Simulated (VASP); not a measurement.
# Bi (I4/mmm) in VASP: a series of runs

Runs on Bi. Level: PBE+D3(BJ). Tasks: single point.

Everything below comes from runs of VASP 6.6.1. Logs are shortened: lines on timing, memory, paths and dates and some standing lists are left out, and cuts for length are marked.

## Step 1: The cell of the first run

It takes space group I4/mmm (No. 139, tetragonal). The conventional cell has a = 4.119 Å, b = 4.119 Å, c = 3.547 Å, α = 90.00°, β = 90.00°, γ = 90.00°. Bi (site symmetry 4/mmm) has 14 Bi at 3.41 to 4.12 Å within 4.5 Å.

## Step 2: Single point, PBE+D3(BJ) (30.09 Å³/atom)

The input, INCAR:

```
PREC = Accurate
ENCUT = 520
EDIFF = 1E-7
ISMEAR = 0
SIGMA = 0.15
LREAL = False
LASPH = True
NELM = 60
ALGO = Fast
ISIF = 2
LWAVE = False
LCHARG = False
GGA = PE
IVDW = 12
NBANDS = 14
```

The input, KPOINTS:

```
Automatic mesh
0
Gamma
  18 18 18
```

The input, POSCAR:

```
Bi
1.0
   -2.0595407434      2.0595407434      1.7736764883
    2.0595407434     -2.0595407434      1.7736764883
    2.0595407434      2.0595407434     -1.7736764883
Bi
1
Direct
    0.0000000000      0.0000000000      0.0000000000
```

Potentials or basis: VASP PAW PBE potentials, release 64 (Bi_d).

Run with:

```sh
$ cat potpaw_PBE.64/Bi_d/POTCAR > POTCAR
$ mpirun -np 1 vasp_std > vasp.out
```

OUTCAR:

```text
PREC = Accurate
   ENCUT = 520
   EDIFF = 1E-7
   ISMEAR = 0
   LREAL = False
   LASPH = True
   NELM = 60
   ISIF = 2
   GGA = PE
   IVDW = 12
 IVDW          = 12

 ion  position               nearest neighbor table
   1  0.000  0.000  0.000-

  LATTYP: Found a body centered tetragonal cell.
 ALAT       =     4.1190814868
 C/A-ratio  =     0.8612000000

  Lattice vectors:

 A1 = (  -2.0595407434,   2.0595407434,   1.7736764883)
 A2 = (   2.0595407434,  -2.0595407434,   1.7736764883)
 A3 = (   2.0595407434,   2.0595407434,  -1.7736764883)

Analysis of symmetry for initial positions (statically):
=====================================================================
 Subroutine PRICEL returns:
 Original cell was already a primitive cell.

 Routine SETGRP: Setting up the symmetry group for a
 body centered tetragonal supercell.

 Subroutine GETGRP returns: Found 16 space group operations
 (whereof 16 operations were pure point group operations)
 out of a pool of 16 trial point group operations.

The static configuration has the point symmetry D_4h.

Analysis of symmetry for dynamics (positions and initial velocities):
=====================================================================
 Subroutine PRICEL returns:
 Original cell was already a primitive cell.

 Routine SETGRP: Setting up the symmetry group for a
 body centered tetragonal supercell.

 Subroutine GETGRP returns: Found 16 space group operations
 (whereof 16 operations were pure point group operations)
 out of a pool of 16 trial point group operations.

The dynamic configuration has the point symmetry D_4h.

 Subroutine INISYM returns: Found 16 space group operations
 (whereof 16 operations are pure point group operations),
 and found     1 'primitive' translations

----------------------------------------------------------------------------------------

                                     Primitive cell

  volume of cell :      30.0937

  direct lattice vectors                    reciprocal lattice vectors
    -2.059540743  2.059540743  1.773676488     0.000000000  0.242772570  0.281900337
     2.059540743 -2.059540743  1.773676488     0.242772570  0.000000000  0.281900337
     2.059540743  2.059540743 -1.773676488     0.242772570  0.242772570  0.000000000

  length of vectors
     3.410182463  3.410182463  3.410182463     0.372030000  0.372030000  0.343332262

  position of ions in fractional coordinates (direct lattice)
     0.000000000  0.000000000  0.000000000

  ion indices of the primitive-cell ions
   primitive index   ion index
                 1           1

----------------------------------------------------------------------------------------

 KPOINTS: Automatic mesh

Automatic generation of k-mesh.
 Grid dimensions read from file:
 generate k-points for:   18   18   18

 Generating k-lattice:

  Cartesian coordinates                     Fractional coordinates (reciprocal lattice)
     0.000000000  0.013487365  0.015661130     0.055555556  0.000000000 -0.000000000
     0.013487365  0.000000000  0.015661130     0.000000000  0.055555556 -0.000000000
     0.013487365  0.013487365  0.000000000     0.000000000  0.000000000  0.055555556

  Length of vectors
     0.020668333  0.020668333  0.019074015

  Shift w.r.t. Gamma in fractional coordinates (k-lattice)
     0.000000000  0.000000000  0.000000000

 Subroutine IBZKPT returns following result:
 ===========================================

 Found    480 irreducible k-points:

 Following reciprocal coordinates:
            Coordinates               Weight
  0.000000  0.000000  0.000000      1.000000
  0.055556 -0.000000  0.000000      8.000000
  0.111111 -0.000000  0.000000      8.000000
  0.166667  0.000000  0.000000      8.000000
  0.222222  0.000000 -0.000000      8.000000
  0.277778  0.000000 -0.000000      8.000000
[... 16 lines left out ...]
 -0.277778  0.055556  0.000000     16.000000
 -0.222222  0.055556  0.000000     16.000000
 [... further k-points ...]
   k-points           NKPTS =    480   k-points in BZ     NKDIM =    480   number of bands    NBANDS=     14
   number of dos      NEDOS =    301   number of ions     NIONS =      1
   total plane-waves  NPLWV =  21952
   dimension x,y,z NGX =    28 NGY =   28 NGZ =   28
   dimension x,y,z NGXF=    56 NGYF=   56 NGZF=   56
   ions per type =               1
   NGX,Y,Z   is equivalent  to a cutoff of  13.65, 13.65, 13.65 a.u.
   NGXF,Y,Z  is equivalent  to a cutoff of  27.30, 27.30, 27.30 a.u.
 SYSTEM =  unknown system
   PREC   = accura    normal or accurate (medium, high low for compatibility)
   ISTART =      0    job   : 0-new  1-cont  2-samecut
   ICHARG =      2    charge: 1-file 2-atom 10-const
   ISPIN  =      1    spin polarized calculation?
   LNONCOLLINEAR =      F non collinear calculations
   LSORBIT =      F    spin-orbit coupling
   LASPH  =      T    aspherical Exc in radial PAW
   ENCUT  =  520.0 eV  38.22 Ry    6.18 a.u.   6.34  6.34  6.34*2*pi/ulx,y,z
   NELM   =     60;   NELMIN=  2; NELMDL= -5     # of ELM steps
   EDIFF  = 0.1E-06   stopping-criterion for ELM
   LREAL  =      F    real-space projection
   EDIFFG = 0.1E-05   stopping-criterion for IOM
   NSW    =      0    number of steps for IOM
   IBRION =     -1    ionic relax: 0-MD 1-quasi-New 2-CG
   NFREE  =      0    steps in history (QN), initial steepest desc. (CG)
   ISIF   =      2    stress and relaxation
   ISYM   =      2    0-nonsym 1-usesym 2-fastsym
   POTIM  = 0.5000    time-step for ionic-motion
   TEBEG  =    0.0;   TEEND  =   0.0 temperature during run
   PSTRESS=    0.0 pullay stress
   NELECT =      15.0000    total number of electrons
   NUPDOWN=      -1.0000    fix difference up-down
   EMIN   =  10.00;   EMAX   =-10.00  energy-range for DOS
   EFERMI =   0.00;   METHOD = LEGACY
   ISMEAR =     0;   SIGMA  =   0.15  broadening in eV -4-tet -1-fermi 0-gaus
   EFERMI_NEDOS =   21; number of points for ismear=-14 and -15
   IALGO  =     68    algorithm
   IMIX   =      4    mixing-type and parameters
     AMIX     =   0.40;   BMIX     =  1.00
     AMIX_MAG =   1.60;   BMIX_MAG =  1.00
  volume/ion in A,a.u.               =      30.09       203.08
  Fermi-wavevector in a.u.,A,eV,Ry     =   1.298016  2.452895 22.923731  1.684847
  Thomas-Fermi vector in A             =   2.429372
   LORBIT       =      0    0 simple, 1 ext, 2 COOP (PROOUT), +10 PAW based schemes
   GGA     = PE    functional components
   LHFCALC =     F    Hartree Fock is set to
   AEXX    =    0.0000 exact exchange contribution
   IVDW    =    12    specifies the selected vdW correction
   LEPSILON=     F    determine dielectric tensor
   LRPA    =     F    only Hartree local field effects (RPA)
 non-spin polarized calculation
 RMM-DIIS sequential band-by-band and
 Gauss-broadening in eV      SIGMA  =   0.15
  energy-cutoff  :      520.00
  volume of cell :       30.09
 maximum number of plane-waves:       833
 NGX is ok and might be reduce to    28
   NGX = 13   NGY = 13   NGZ = 13

 number of electron      14.9999997 magnetization

 Free energy of the ion-electron system (eV)
  ---------------------------------------------------
  ext. energy  EPLUGINS =         0.00000000
  ---------------------------------------------------
  free energy    TOTEN  =        -3.73209021 eV

  energy without entropy =       -3.72459276  energy(sigma->0) =       -3.72834149

 E-fermi :   8.4069     XC(G=0): -10.4487

 val. band max:        8.4036713413   @ k =   0.1667   0.0556   0.0556
 cond. band min:       8.4136424026   @ k =  -0.3889   0.4444   0.3889
 fundamental gap:      0.0099710613
 Fermi energy:         8.4069245723

 k-point     1 :       0.0000    0.0000    0.0000
  band No.  band energies     occupation
      1     -14.7426      2.00000
      2     -14.6947      2.00000
      3     -14.6947      2.00000
      4     -14.6429      2.00000
      5     -14.5506      2.00000
      6      -5.4330      2.00000
      7      13.1603      0.00000
      8      13.1603      0.00000
      9      14.4649      0.00000
     10      17.4124      0.00000
     11      18.4576      0.00000
     12      18.7737      0.00000
     13      18.7737      0.00000
     14      20.3206      0.00000

 k-point     2 :       0.0556   -0.0000    0.0000
  band No.  band energies     occupation
      1     -14.7393      2.00000
      2     -14.6937      2.00000
      3     -14.6930      2.00000
      4     -14.6407      2.00000
      5     -14.5523      2.00000
      6      -5.3700      2.00000
      7      12.8460      0.00000
      8      12.9770      0.00000
      9      14.0352      0.00000
     10      17.7608      0.00000
     11      18.2922      0.00000
     12      18.4108      0.00000
     13      18.8912      0.00000
     14      19.9100      0.00000

 k-point     3 :       0.1111   -0.0000    0.0000
  band No.  band energies     occupation
      1     -14.7342      2.00000
      2     -14.6912      2.00000
      3     -14.6834      2.00000
      4     -14.6339      2.00000
      5     -14.5571      2.00000
      6      -5.1819      2.00000
      7      11.8252      0.00000
      8      12.5113      0.00000
      9      13.3718      0.00000
     10      17.2714      0.00000
     11      17.7271      0.00000
     12      19.0233      0.00000
     13      19.5167      0.00000
     14      19.5299      0.00000

 k-point     4 :       0.1667    0.0000    0.0000
  band No.  band energies     occupation
      1     -14.7354      2.00000
      2     -14.6891      2.00000
      3     -14.6596      2.00000
      4     -14.6224      2.00000
      5     -14.5641      2.00000
      6      -4.8708      2.00000
      7      10.3469      0.00000
      8      11.9146      0.00000
      9      12.8157      0.00000
     10      16.4328      0.00000
     11      17.1173      0.00000
     12      19.3293      0.00000
     13      20.2874      0.00000
     14      20.4349      0.00000

 k-point     5 :       0.2222    0.0000   -0.0000
  band No.  band energies     occupation
      1     -14.7422      2.00000
      2     -14.6890      2.00000
      3     -14.6247      2.00000
      4     -14.6071      2.00000
      5     -14.5717      2.00000
      6      -4.4425      2.00000
      7       8.7453      0.00142
      8      11.2989      0.00000
      9      12.3232      0.00000
     10      15.6771      0.00000
     11      16.5734      0.00000
[... 276 lines left out ...]
 k-point    22 :      -0.3333    0.0556    0.0000
  band No.  band energies     occupation
      1     -14.7514      2.00000
      2     -14.6920      2.00000
      3     -14.5925      2.00000
      4     -14.5806      2.00000
      5     -14.5634      2.00000
      6      -3.6256      2.00000
      7       6.5340      2.00000
      8      10.0754      0.00000
      9      11.5820      0.00000
     10      15.0957      0.00000
     11      16.5193      0.00000
     12      20.3418      0.00000
     13      22.3799      0.00000
     14      23.2094      0.00000

 k-point    23 :      -0.2778    0.0556    0.0000
  band No.  band energies     occupation
      1     -14.7424      2.00000
      2     -14.6889      2.00000
      3     -14.6124      2.00000
      4     -14.5987      2.00000
      5     -14.5746      2.00000
      6      -4.1940      2.00000
      7       7.9973      1.99989
      8      10.6219      0.00000
      9      12.0179      0.00000
     10      15.6252      0.00000
     11      16.9637      0.00000
     12      20.0637      0.00000
     13      21.5345      0.00000
     14      22.2154      0.00000

 k-point    24 :      -0.2222    0.0556    0.0000
  band No.  band energies     occupation
      1     -14.7347      2.00000
      2     -14.6887      2.00000
      3     -14.6397      2.00000
      4     -14.6231      2.00000
      5     -14.5674      2.00000
      6      -4.6664      2.00000
      7       9.4452      0.00000
      8      11.3396      0.00000
      9      12.5271      0.00000
     10      16.2804      0.00000
     11      17.4522      0.00000
     12      19.8097      0.00000
     13      20.3996      0.00000
     14      21.6237      0.00000

 [... further k-points ...]

------------------------ aborting loop because EDIFF is reached ----------------------------------------

 Edisp (eV)   -0.52405

 E8    (eV) :    -0.2576

  FORCE on cell =-STRESS in cart. coord.  units (eV):
  Direction    XX          YY          ZZ          XY          YZ          ZX
  --------------------------------------------------------------------------------------
  -------------------------------------------------------------------------------------
  Total       0.03966     0.03966     0.19842     0.00000     0.00000     0.00000
  in kB       2.11152     2.11152    10.56395     0.00000     0.00000     0.00000
  external pressure =        4.93 kB  Pullay stress =        0.00 kB

 VOLUME and BASIS-vectors are now :
 -----------------------------------------------------------------------------
  energy-cutoff  :      520.00
  volume of cell :       30.09
      direct lattice vectors                 reciprocal lattice vectors
    -2.059540743  2.059540743  1.773676488     0.000000000  0.242772570  0.281900337
     2.059540743 -2.059540743  1.773676488     0.242772570  0.000000000  0.281900337
     2.059540743  2.059540743 -1.773676488     0.242772570  0.242772570  0.000000000

 POSITION                                       TOTAL-FORCE (eV/Angst)
 -----------------------------------------------------------------------------------
      0.00000      0.00000      0.00000         0.000000      0.000000     -0.000000
 -----------------------------------------------------------------------------------
    total drift:                               -0.000000     -0.000000     -0.000000

  FREE ENERGIE OF THE ION-ELECTRON SYSTEM (eV)
  ---------------------------------------------------
  free  energy   TOTEN  =        -4.2561431678 eV

  energy  without entropy=       -4.2486457131  energy(sigma->0) =       -4.25239444
```

Wall time 5.1 min (1 thread of Intel Xeon 8259CL, shared host); peak memory 0.31 GiB.

Results:

```yaml
Free_energy: -4.2561 eV
Pressure: 0.5 GPa
Band_gap_on_the_k_mesh: zero (an odd number of electrons rules out a gap without spin polarisation)
Dispersion_energy_per_atom: -0.524 eV
```

Stress tensor (GPa, compression positive):
```
0.21 0.00 0.00
0.00 0.21 0.00
0.00 0.00 1.06
```

Caveat: spin-orbit coupling is left out, which moves the levels of the heavy elements.

(Part 1 of 2 ends here.)
